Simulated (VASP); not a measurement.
# MnS (F-43m) in VASP: a series of runs

The runs below take MnS through single point, relaxation of cell and atoms, with PBEsol.

All numbers are computed with VASP 6.6.1; they aren't measurements. Logs are shortened: lines on timing, memory, paths and dates and some standing lists are left out, and cuts for length are marked.

### 1 The cell of the first run

It takes space group F-43m (No. 216, cubic). Conventional cell: a = 4.912 Å, b = 4.912 Å, c = 4.912 Å, α = 90.00°, β = 90.00°, γ = 90.00°. Within 2.8 Å of Mn (site symmetry -43m) lie 4 S at 2.13 Å. Within 2.8 Å of S (site symmetry -43m) lie 4 Mn at 2.13 Å.

### 2 Single point, PBEsol, collinear spin, ferromagnetic start

File INCAR:

```
SYSTEM = MnS
ALGO = Normal
EDIFF = 1E-6
ENCUT = 520
GGA = PS
ISIF = 2
ISMEAR = -1
ISPIN = 2
LASPH = .TRUE.
LCHARG = .TRUE.
LELF = .TRUE.
LMAXMIX = 4
LORBIT = 11
LREAL = .FALSE.
LVHAR = .TRUE.
LWAVE = .FALSE.
MAGMOM = 4 0
NBANDS = 20
NELM = 150
PREC = Accurate
SIGMA = 0.05
```

File KPOINTS:

```
k-points
0
G
  9 9 9
  0 0 0
```

File POSCAR:

```
MnS
1.0
    0.0000000000      2.4560939117      2.4560939117
    2.4560939117      0.0000000000      2.4560939117
    2.4560939117      2.4560939117      0.0000000000
Mn S
1 1
Direct
    0.0000000000      0.0000000000      0.0000000000
    0.7500000000      0.7500000000      0.7500000000
```

Potentials or basis: VASP PAW PBE potentials, release 64 (Mn_pv, S).

Started as:

```bash
$ cat potpaw_PBE.64/Mn_pv/POTCAR potpaw_PBE.64/S/POTCAR > POTCAR
$ mpirun -np 1 vasp_std > vasp.out
```

OUTCAR:

```text
SYSTEM = MnS
   EDIFF = 1E-6
   ENCUT = 520
   GGA = PS
   ISIF = 2
   ISMEAR = -1
   ISPIN = 2
   LASPH = .TRUE.
   LORBIT = 11
   LREAL = .FALSE.
   NELM = 150
   PREC = Accurate

 ion  position               nearest neighbor table
   1  0.000  0.000  0.000-   2 2.13   2 2.13   2 2.13   2 2.13
   2  0.750  0.750  0.750-   1 2.13   1 2.13   1 2.13   1 2.13

  LATTYP: Found a face centered cubic cell.
 ALAT       =     4.9121878234

  Lattice vectors:

 A1 = (   0.0000000000,   2.4560939117,   2.4560939117)
 A2 = (   2.4560939117,   0.0000000000,   2.4560939117)
 A3 = (   2.4560939117,   2.4560939117,   0.0000000000)

Analysis of symmetry for initial positions (statically):
=====================================================================
 Subroutine PRICEL returns:
 Original cell was already a primitive cell.

 Routine SETGRP: Setting up the symmetry group for a
 face centered cubic supercell.

 Subroutine GETGRP returns: Found 24 space group operations
 (whereof 24 operations were pure point group operations)
 out of a pool of 48 trial point group operations.

The static configuration has the point symmetry T_d .

Analysis of symmetry for dynamics (positions and initial velocities):
=====================================================================
 Subroutine PRICEL returns:
 Original cell was already a primitive cell.

 Routine SETGRP: Setting up the symmetry group for a
 face centered cubic supercell.

 Subroutine GETGRP returns: Found 24 space group operations
 (whereof 24 operations were pure point group operations)
 out of a pool of 48 trial point group operations.

The dynamic configuration has the point symmetry T_d .

Analysis of structural, dynamic, and magnetic symmetry:
=====================================================================
 Subroutine PRICEL returns:
 Original cell was already a primitive cell.

 Routine SETGRP: Setting up the symmetry group for a
 face centered cubic supercell.

 Subroutine GETGRP returns: Found 24 space group operations
 (whereof 24 operations were pure point group operations)
 out of a pool of 48 trial point group operations.

The overall configuration has the point symmetry T_d .

 Subroutine INISYM returns: Found 24 space group operations
 (whereof 24 operations are pure point group operations),
 and found     1 'primitive' translations

----------------------------------------------------------------------------------------

                                     Primitive cell

  volume of cell :      29.6323

  direct lattice vectors                    reciprocal lattice vectors
     0.000000000  2.456093912  2.456093912    -0.203575278  0.203575278  0.203575278
     2.456093912  0.000000000  2.456093912     0.203575278 -0.203575278  0.203575278
     2.456093912  2.456093912  0.000000000     0.203575278  0.203575278 -0.203575278

  length of vectors
     3.473441320  3.473441320  3.473441320     0.352602724  0.352602724  0.352602724

  position of ions in fractional coordinates (direct lattice)
     0.000000000  0.000000000  0.000000000
     0.750000000  0.750000000  0.750000000

  ion indices of the primitive-cell ions
   primitive index   ion index
                 1           1
                 2           2

----------------------------------------------------------------------------------------

 KPOINTS: k-points

Automatic generation of k-mesh.
 Grid dimensions read from file:
 generate k-points for:    9    9    9

 Generating k-lattice:

  Cartesian coordinates                     Fractional coordinates (reciprocal lattice)
    -0.022619475  0.022619475  0.022619475     0.111111111  0.000000000  0.000000000
     0.022619475 -0.022619475  0.022619475     0.000000000  0.111111111  0.000000000
     0.022619475  0.022619475 -0.022619475     0.000000000  0.000000000  0.111111111

  Length of vectors
     0.039178080  0.039178080  0.039178080

  Shift w.r.t. Gamma in fractional coordinates (k-lattice)
     0.000000000  0.000000000  0.000000000

 Subroutine IBZKPT returns following result:
 ===========================================

 Found     35 irreducible k-points:

 Following reciprocal coordinates:
            Coordinates               Weight
  0.000000  0.000000  0.000000      1.000000
  0.111111  0.000000  0.000000      8.000000
  0.222222  0.000000  0.000000      8.000000
  0.333333  0.000000  0.000000      8.000000
  0.444444  0.000000  0.000000      8.000000
  0.111111  0.111111  0.000000      6.000000
[... 16 lines left out ...]
 -0.333333  0.333333  0.000000     12.000000
  0.444444  0.444444  0.000000      6.000000
 [... further k-points ...]
   k-points           NKPTS =     35   k-points in BZ     NKDIM =     35   number of bands    NBANDS=     20
   number of dos      NEDOS =    301   number of ions     NIONS =      2
   total plane-waves  NPLWV =  21952
   dimension x,y,z NGX =    28 NGY =   28 NGZ =   28
   dimension x,y,z NGXF=    56 NGYF=   56 NGZF=   56
   ions per type =               1   1
   NGX,Y,Z   is equivalent  to a cutoff of  13.40, 13.40, 13.40 a.u.
   NGXF,Y,Z  is equivalent  to a cutoff of  26.80, 26.80, 26.80 a.u.
 SYSTEM =  MnS
   PREC   = accura    normal or accurate (medium, high low for compatibility)
   ISTART =      0    job   : 0-new  1-cont  2-samecut
   ICHARG =      2    charge: 1-file 2-atom 10-const
   ISPIN  =      2    spin polarized calculation?
   LNONCOLLINEAR =      F non collinear calculations
   LSORBIT =      F    spin-orbit coupling
   LASPH  =      T    aspherical Exc in radial PAW
   ENCUT  =  520.0 eV  38.22 Ry    6.18 a.u.   6.46  6.46  6.46*2*pi/ulx,y,z
   NELM   =    150;   NELMIN=  2; NELMDL= -5     # of ELM steps
   EDIFF  = 0.1E-05   stopping-criterion for ELM
   LREAL  =      F    real-space projection
   EDIFFG = 0.1E-04   stopping-criterion for IOM
   NSW    =      0    number of steps for IOM
   IBRION =     -1    ionic relax: 0-MD 1-quasi-New 2-CG
   NFREE  =      0    steps in history (QN), initial steepest desc. (CG)
   ISIF   =      2    stress and relaxation
   ISYM   =      2    0-nonsym 1-usesym 2-fastsym
   POTIM  = 0.5000    time-step for ionic-motion
   TEBEG  =    0.0;   TEEND  =   0.0 temperature during run
   PSTRESS=    0.0 pullay stress
   NELECT =      19.0000    total number of electrons
   NUPDOWN=      -1.0000    fix difference up-down
   EMIN   =  10.00;   EMAX   =-10.00  energy-range for DOS
   EFERMI =   0.00;   METHOD = LEGACY
   ISMEAR =    -1;   SIGMA  =   0.05  broadening in eV -4-tet -1-fermi 0-gaus
   EFERMI_NEDOS =   21; number of points for ismear=-14 and -15
   IALGO  =     38    algorithm
   IMIX   =      4    mixing-type and parameters
     AMIX     =   0.40;   BMIX     =  1.00
     AMIX_MAG =   1.60;   BMIX_MAG =  1.00
  volume/ion in A,a.u.               =      14.82        99.98
  Fermi-wavevector in a.u.,A,eV,Ry     =   1.411685  2.667697 27.114423  1.992854
  Thomas-Fermi vector in A             =   2.533511
   LORBIT       =     11    0 simple, 1 ext, 2 COOP (PROOUT), +10 PAW based schemes
   GGA     = PS    functional components
   LHFCALC =     F    Hartree Fock is set to
   AEXX    =    0.0000 exact exchange contribution
   IVDW    =     0    specifies the selected vdW correction
   LEPSILON=     F    determine dielectric tensor
   LRPA    =     F    only Hartree local field effects (RPA)
 spin polarized calculation
  energy-cutoff  :      520.00
  volume of cell :       29.63
 maximum number of plane-waves:       821
 NGX is ok and might be reduce to    28
   NGX = 13   NGY = 13   NGZ = 13

 number of electron      18.9999990 magnetization       0.2044838

 Free energy of the ion-electron system (eV)
  ---------------------------------------------------
  ext. energy  EPLUGINS =         0.00000000
  ---------------------------------------------------
  free energy    TOTEN  =       -14.77896388 eV

  energy without entropy =      -14.75902570  energy(sigma->0) =      -14.76899479

 E-fermi :   7.5409     XC(G=0): -11.5324

 val. band max:        7.5344983569   @ k =  -0.3333   0.3333   0.0000
 cond. band min:       7.5497479775   @ k =  -0.3333   0.1111   0.0000
 fundamental gap:      0.0152496206
 Fermi energy:         7.5408745145

 spin component 1

 k-point     1 :       0.0000    0.0000    0.0000
  band No.  band energies     occupation
      1     -40.1075      1.00000
      2     -40.1075      1.00000
      3     -40.1075      1.00000
      4      -7.8455      1.00000
      5       2.7507      1.00000
      6       2.7507      1.00000
[... 12 lines left out ...]
     19      23.2023      0.00000
     20      23.8213      0.00000

 k-point     2 :       0.1111    0.0000    0.0000
  band No.  band energies     occupation
      1     -40.1109      1.00000
      2     -40.1080      1.00000
      3     -40.1080      1.00000
      4      -7.7110      1.00000
      5       2.4995      1.00000
      6       2.7964      1.00000
[... 498 lines left out ...]
 k-point    24 :       0.4444    0.4444    0.0000
  band No.  band energies     occupation
      1     -40.1354      1.00000
      2     -40.1180      1.00000
      3     -40.1180      1.00000
      4      -6.1055      1.00000
      5       0.7458      1.00000
      6       3.4271      1.00000
[... 12 lines left out ...]
     19      24.9105      0.00000
     20      24.9105      0.00000

 [... further k-points ...]

 spin component 2

 k-point     1 :       0.0000    0.0000    0.0000
  band No.  band energies     occupation
      1     -39.9136      1.00000
      2     -39.9136      1.00000
      3     -39.9136      1.00000
      4      -7.8360      1.00000
      5       2.8015      1.00000
      6       2.8015      1.00000
[... 12 lines left out ...]
     19      23.2062      0.00000
     20      23.8528      0.00000

 k-point     2 :       0.1111    0.0000    0.0000
  band No.  band energies     occupation
      1     -39.9171      1.00000
      2     -39.9141      1.00000
      3     -39.9141      1.00000
      4      -7.7018      1.00000
      5       2.5458      1.00000
      6       2.8471      1.00000
[... 498 lines left out ...]
 k-point    24 :       0.4444    0.4444    0.0000
  band No.  band energies     occupation
      1     -39.9419      1.00000
      2     -39.9242      1.00000
      3     -39.9242      1.00000
      4      -6.0996      1.00000
      5       0.7840      1.00000
      6       3.4567      1.00000
[... 12 lines left out ...]
     19      24.9371      0.00000
     20      24.9371      0.00000

 [... further k-points ...]
[... 5 lines left out ...]
  --------------------------------------------------------------------------------------
  -------------------------------------------------------------------------------------
  Total        0.0442839      0.0442839      0.0442839      0.0000000      0.0000000      0.0000000
  in kB        2.3943692      2.3943692      2.3943692      0.0000000      0.0000000      0.0000000
  external PRESSURE =       2.3943692 kB  Pullay stress =       0.0000000 kB

 VOLUME and BASIS-vectors are now :
 -----------------------------------------------------------------------------
  energy-cutoff  :      520.00
  volume of cell :       29.63
      direct lattice vectors                 reciprocal lattice vectors
     0.000000000  2.456093912  2.456093912    -0.203575278  0.203575278  0.203575278
     2.456093912  0.000000000  2.456093912     0.203575278 -0.203575278  0.203575278
     2.456093912  2.456093912  0.000000000     0.203575278  0.203575278 -0.203575278

 POSITION                                       TOTAL-FORCE (eV/Angst)
 -----------------------------------------------------------------------------------
      0.00000      0.00000      0.00000         0.000000      0.000000      0.000000
      3.68414      3.68414      3.68414        -0.000000     -0.000000     -0.000000
 -----------------------------------------------------------------------------------
    total drift:                               -0.000001     -0.000001     -0.000001

  FREE ENERGIE OF THE ION-ELECTRON SYSTEM (eV)
  ---------------------------------------------------
  free  energy   TOTEN  =       -14.7789638828 eV

  energy  without entropy=      -14.7590256984  energy(sigma->0) =      -14.76899479

 total charge

# of ion       s       p       d       tot
------------------------------------------
    1        0.365   6.328   5.396  12.089
    2        1.317   2.411   0.000   3.728
--------------------------------------------------
tot          1.681   8.739   5.396  15.816

 magnetization (x)

# of ion       s       p       d       tot
------------------------------------------
    1        0.007   0.003   0.188   0.198
    2       -0.001  -0.004   0.000  -0.005
--------------------------------------------------
tot          0.006  -0.001   0.188   0.193
```

It took 31 s on 1 thread of Intel Xeon 6975P-C (Granite Rapids), shared host; peak memory 0.18 GiB.

Results:

```
Free energy                                           : -14.7790 eV
Pressure                                              : 0.2 GPa
Net moment                                            : 0.20 μB per cell
Site moments                                          : Mn +0.20; S -0.01 μB
Valence electrons inside the program's atomic spheres : Mn 12.09; S 3.73
```

Caveat: the PAW data sets were made with another functional, which shifts forces and pressure a little; the moment fell far below its start of 4 μB, so a state of higher moment may lie lower in energy; semilocal functionals often make such compounds metallic where correlation or magnetic order opens a gap, which also shifts bond lengths. With open d or f shells a metallic result of PBEsol can be an artefact of self-interaction; +U or a hybrid may open a gap.

### 3 Relaxation of cell and atoms, PBEsol, collinear spin, ferromagnetic start

This run uses another cell than the first one, of 15.13 Å³/atom, 1.021 times its volume.

File INCAR:

```
SYSTEM = MnS
ALGO = Normal ; EDIFF = 1E-6
EDIFFG = -0.02 ; ENCUT = 600
GGA = PS ; IBRION = 2
ISIF = 3 ; ISMEAR = -1
ISPIN = 2 ; LASPH = .TRUE.
LCHARG = .FALSE. ; LMAXMIX = 4
LORBIT = 11 ; LREAL = .FALSE.
LWAVE = .FALSE. ; MAGMOM = 4 0
NELM = 150 ; NSW = 80
PREC = Accurate ; SIGMA = 0.05
```

KPOINTS is that of step 2.

File POSCAR:

```
MnS
1.0
    0.0000000000      2.4734634191      2.4734634191
    2.4734634191      0.0000000000      2.4734634191
    2.4734634191      2.4734634191      0.0000000000
Mn S
1 1
Direct
    0.0000000000      0.0000000000      0.0000000000
    0.7500000000      0.7500000000      0.7500000000
```

Potentials or basis: VASP PAW PBE potentials, release 64 (Mn_pv, S).

Started as:

```bash
$ cat potpaw_PBE.64/Mn_pv/POTCAR potpaw_PBE.64/S/POTCAR > POTCAR
$ mpirun -np 1 vasp_std > vasp.out
```

Run time: 60 s. Hardware: 1 thread of Intel Xeon 6975P-C (Granite Rapids), shared host; peak memory 0.19 GiB.

Results (log left out):

- Free energy: -14.7796 eV
- Relaxed volume: 14.84 Å³/atom
- Relaxed cell: a = 3.475 Å, b = 3.475 Å, c = 3.475 Å, α = 60.00°, β = 60.00°, γ = 60.00°
- Space group after relaxing (to 0.05 Å): F-43m (No. 216)
- Energy gained by relaxing: 2.6 meV/atom
- Ionic steps: 3
- Pressure after relaxing: 0.0 GPa
- Net moment: 0.21 μB per cell
- Site moments: Mn +0.20; S -0.01 μB
- Valence electrons inside the program's atomic spheres: Mn 12.09; S 3.73

Step by step:
```csv
step,energy change (eV),largest force (eV/Å),pressure (GPa),volume (Å³)
1,0.0000,0.0000,-2.75,30.27
2,-0.0005,0.0000,2.85,29.14
3,-0.0052,0.0000,0.01,29.68
```

Final structure:
```
Mn S
1.0
     0.00000    2.45743    2.45743
     2.45743    0.00000    2.45743
     2.45743    2.45743    0.00000
Mn S
1 1
Direct
  0.00000 0.00000 0.00000
  0.75000 0.75000 0.75000
```

Levels at points of the mesh, in eV from the Fermi level:
Spin up:
```csv
k point,band 8,band 9,band 10,band 11,band 12,band 13
"(0.00, 0.00, 0.00)",-0.88,-0.88,3.78,3.78,3.78,3.81
```
Spin down:
```csv
k point,band 6,band 7,band 8,band 9,band 10,band 11,band 12,band 13
"(0.00, 0.00, 0.00)",-4.73,-4.73,-0.66,-0.66,3.83,3.86,3.86,3.86
```

Caveat: the PAW data sets were made with another functional, which shifts forces and pressure a little; the moment fell far below its start of 4 μB, so a state of higher moment may lie lower in energy; semilocal functionals often make such compounds metallic where correlation or magnetic order opens a gap, which also shifts bond lengths. With open d or f shells a metallic result of PBEsol can be an artefact of self-interaction; +U or a hybrid may open a gap.

(Part 1 of 2 ends here.)
